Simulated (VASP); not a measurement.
Set up this calculation in VASP 6.6.1, as the native input.

- Task: single point
- Functional: PBE
- Potentials or basis: VASP PAW PBE potentials, release 64 (C, O)
- Cutoff: 520 eV
- k mesh: 9 × 9 × 5
- Occupations: methfessel-paxton, width 0.01 eV
- Spin: no spin polarisation
- Dipole correction: no
- Further INCAR settings: ALGO = Normal; EDIFF = 1e-07; NBANDS = 15

The structure of CO2 lies in POSCAR:

```
CO2
1.0
    2.3684923205      0.0000000000      0.0000000000
   -1.1842461603      2.0511745182      0.0000000000
    0.0000000000      0.0000000000      5.5188866101
C O
1 2
Direct
    0.0000000000      0.0000000000      0.0000000000
    0.3333333333      0.6666666667      0.1595191255
    0.6666666667      0.3333333333      0.8404808745
```

These files were run (other wordings do the same):

INCAR

```
SYSTEM = CO2
PREC = Accurate ; ENCUT = 520
EDIFF = 1E-7 ; ISMEAR = 1
SIGMA = 0.01 ; LREAL = .FALSE.
LASPH = .TRUE. ; NELM = 100
ALGO = Normal ; ISIF = 2
LWAVE = .FALSE. ; LCHARG = .TRUE.
GGA = PE ; LELF = .TRUE.
LVHAR = .TRUE. ; NBANDS = 15
```

KPOINTS

```
Automatic mesh
0
G
  9 9 5
  0 0 0
```

Potentials or basis: VASP PAW PBE potentials, release 64 (C, O).

Run with:

```bash
$ cat potpaw_PBE.64/C/POTCAR potpaw_PBE.64/O/POTCAR > POTCAR
$ mpirun -np 1 vasp_std > vasp.out
```

Results of the run:

The pressure is 0.7 GPa and the largest force is 0.040 eV/Å. The band gap on the k mesh is 4.67 eV (least direct gap 5.05 eV).

Caveat: an odd mesh through Γ misses points on the zone boundary, where band edges can lie; this functional lacks dispersion, which binds the layers, so the pressure and a relaxed spacing across them are unreliable.

It took 34 s on 1 thread of Intel Xeon 8259CL, on a shared host, peak memory 0.14 GiB.
